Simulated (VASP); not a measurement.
HfSn2S6: single point with PBE

Crystal: HfSn2S6.

```
Hf Sn S
1.0
     6.41299    0.00000    0.00000
    -3.20649    5.55381    0.00000
     0.00000    0.00000    6.85199
Hf Sn S
1 2 6
Direct
  0.00000 0.00000 0.00000
  0.33333 0.66667 0.00000
  0.66667 0.33333 0.00000
  0.33256 0.00000 0.21411
  0.00000 0.33256 0.21411
  0.66744 0.66744 0.21411
  0.66744 0.00000 0.78589
  0.33256 0.33256 0.78589
  0.00000 0.66744 0.78589
```

| Property | Result |
| --- | --- |
| Program | VASP 6.6.1 |
| Task | single point |
| Functional | PBE |
| Potentials or basis | VASP PAW PBE potentials, release 64 (Hf_pv, Sn_d, S) |
| Cutoff | 520 eV |
| k mesh | 6 × 6 × 4 |
| Occupations | gaussian, width 0.02 eV |
| Spin | no spin polarisation |

```
Pressure               : -0.2 GPa
Largest force          : 0.043 eV/Å
Band gap on the k mesh : 0.98 eV
```

Forces on the atoms (eV/Å):
```
Hf   0.000  0.000  0.000
Sn   0.000  0.000  0.000
Sn   0.000  0.000  0.000
S   -0.033  0.000 -0.028
S    0.016 -0.028 -0.028
S    0.016  0.028 -0.028
S    0.033  0.000  0.028
S   -0.016 -0.028  0.028
S   -0.016  0.028  0.028
```

Stress tensor (GPa, compression positive):
```
-0.28  0.00  0.00
 0.00 -0.28  0.00
 0.00  0.00 -0.14
```

Levels at points of the mesh, in eV from the valence-band top:
```
           k point  band 33  band 34  band 35  band 36  band 37  band 38  band 39  band 40  band 41  band 42
(0.00, 0.00, 0.00)    -0.42    -0.42    -0.15    -0.02    -0.02     1.36     2.59     3.38     3.38     3.77
(0.50, 0.00, 0.00)    -0.69    -0.68    -0.38    -0.19     0.00     0.98     2.94     3.16     3.17     3.83
(0.00, 0.00, 0.50)    -0.44    -0.33    -0.33    -0.04    -0.04     1.52     2.85     3.34     3.34     4.36
(0.50, 0.00, 0.50)    -0.69    -0.63    -0.48    -0.32    -0.20     1.02     2.92     3.06     3.21     3.75
```

Wall time 2.7 min on 1 thread of Intel(R) Xeon(R) 6975P-C (Granite Rapids) (shared host), peak memory 0.49 GiB.

Caveat: spin-orbit coupling is left out, which moves the levels of the heavy elements; this functional lacks dispersion, which binds the layers, so the pressure and a relaxed spacing across them are unreliable. A k mesh can miss the band edges.
